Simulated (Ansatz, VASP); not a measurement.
**One calculation of Si3Mo, two programs**

```xyz
4
Lattice="-1.8857 1.8857 3.8914 1.8857 -1.8857 3.8914 1.8857 1.8857 -3.8914" Properties=species:S:1:pos:R:3 pbc="T T T"
Si    0.0000    0.0000    3.8914
Si    1.8857    0.0000    1.9457
Si    0.0000    1.8857    1.9457
Mo    0.0000    0.0000    0.0000
```

Alike in both runs: functional PBE; k mesh 6 × 6 × 6; occupations gaussian, width 0.1 eV; no spin polarisation.

Ansatz relaxed the structure, and its values are those at the end. VASP's run is a single point on that final structure, the one shown.

|  | VASP | Ansatz |
| --- | --- | --- |
| version | VASP 6.6.1 | Ansatz 0.2.0 |
| potentials or method | VASP PAW PBE potentials, release 64 (Si, Mo_sv), cutoff 520 eV | scalar-relativistic, plane waves, PAW |
| valence electrons in the cell | 26 | 26 |

|  | VASP | Ansatz | Ansatz less VASP |
| --- | --- | --- | --- |
| gap on the k mesh at the Fermi level (eV) | none | none | - |
| pressure (GPa) | 0.1 | 0.1 | -0.07 |

A gap of «none» marks a metal or a gap that the smearing closes. The functional is the same, so the differences come from potentials, cutoffs and numerics.

The k mesh is coarse, so the values compare programs but aren't converged.
